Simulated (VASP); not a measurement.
# InSb: single point with PBE

The system is InSb.

```
In Sb
1.0
     0.00000    3.10559    3.10559
     3.10559    0.00000    3.10559
     3.10559    3.10559    0.00000
In Sb
1 1
Cartesian
  0.0000 0.0000 0.0000
  3.1056 3.1056 3.1056
```

This cell differs from its parent crystal: volume scaled by 1.03.

```json
{
  "Program": "VASP 6.6.1",
  "Task": "single point",
  "Functional": "PBE",
  "Potentials or basis": "VASP PAW PBE potentials, release 64 (In_d, Sb)",
  "Cutoff": "520 eV",
  "k mesh": "12 × 12 × 12",
  "Occupations": "gaussian, width 0.1 eV",
  "Spin": "no spin polarisation"
}
```

```
Pressure               : -1.4 GPa
Band gap on the k mesh : zero (band 9 reaches 6.78 eV, above the bottom of band 10 at 4.23 eV)
```

Levels at points of the mesh, in eV from the Fermi level:
```tsv
k point	band 5	band 6	band 7	band 8	band 9	band 10	band 11	band 12	band 13	band 14
(0.00, 0.00, 0.00)	-14.32	-10.67	-0.71	-0.01	-0.01	-0.01	5.94	5.94	5.94	6.17
(0.50, 0.00, 0.00)	-14.29	-9.00	-6.17	0.35	0.35	2.17	2.50	2.50	3.09	9.79
(0.50, 0.50, 0.00)	-14.28	-8.38	-4.17	-3.33	-1.97	-1.97	3.33	7.99	7.99	9.76
```

Wall time 61 s on 1 thread of Intel Xeon 6975P-C, with other jobs on the host, peak memory 0.25 GiB.

Caveat: spin-orbit coupling is left out, which moves the levels of the heavy elements.
